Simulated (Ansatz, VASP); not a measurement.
## Two plane-wave programs on Sn

Contents of INCAR:

```
  PREC = Accurate
  ENCUT = 520
  EDIFF = 1E-6
  ISMEAR = -1
  SIGMA = 0.15
  LREAL = False
  LASPH = True
  NELM = 100
  ALGO = Normal
  ISIF = 2
  LWAVE = False
  LCHARG = True
  GGA = PS
  LELF = True
  LVHAR = True
  NBANDS = 21
```

File KPOINTS:

```
Automatic mesh
0
Gamma
  12 12 12
```

The input POSCAR:

```
Sn
1.0
    0.0000000000      3.2931516784      3.2931516784
    3.2931516784      0.0000000000      3.2931516784
    3.2931516784      3.2931516784      0.0000000000
Sn
2
Direct
    0.5000000000      0.5000000000      0.5000000000
    0.7500000000      0.7500000000      0.7500000000
```

Input for Ansatz:

```yaml
crystal:
  lattice:
    - [0.0, 3.2931516784, 3.2931516784]
    - [3.2931516784, 0.0, 3.2931516784]
    - [3.2931516784, 3.2931516784, 0.0]
  atoms:
    - { symbol: Sn, position: [0.5, 0.5, 0.5] }
    - { symbol: Sn, position: [0.75, 0.75, 0.75] }
basis:
  ecutwfc: 420
kpoints:
  mp_grid: { grid: [12, 12, 12] }
hamiltonian:
  xc: pbesol
scf:
  occupations: { method: fermi_dirac, width: 0.15 }
output:
  forces: true
  stress: true
  eigenvalues: true
```

Alike in both runs: task single point; functional PBEsol; k mesh 12 × 12 × 12; occupations fermi-dirac, width 0.15 eV; no spin polarisation.

```csv
,VASP,Ansatz
version,VASP 6.6.1,Ansatz 0.2.0
potentials or method,"VASP PAW PBE potentials, release 64 (Sn_d), cutoff 520 eV","scalar-relativistic, plane waves, PAW"
valence electrons in the cell,28,28
```

|  | VASP | Ansatz | Ansatz less VASP |
| --- | --- | --- | --- |
| gap on the k mesh at the Fermi level (eV) | none | none | - |
| pressure (GPa) | -0.8 | -0.8 | +0.06 |

VASP's potentials were made for PBE, not for PBEsol. A gap of «none» marks a metal or a gap that the smearing closes.
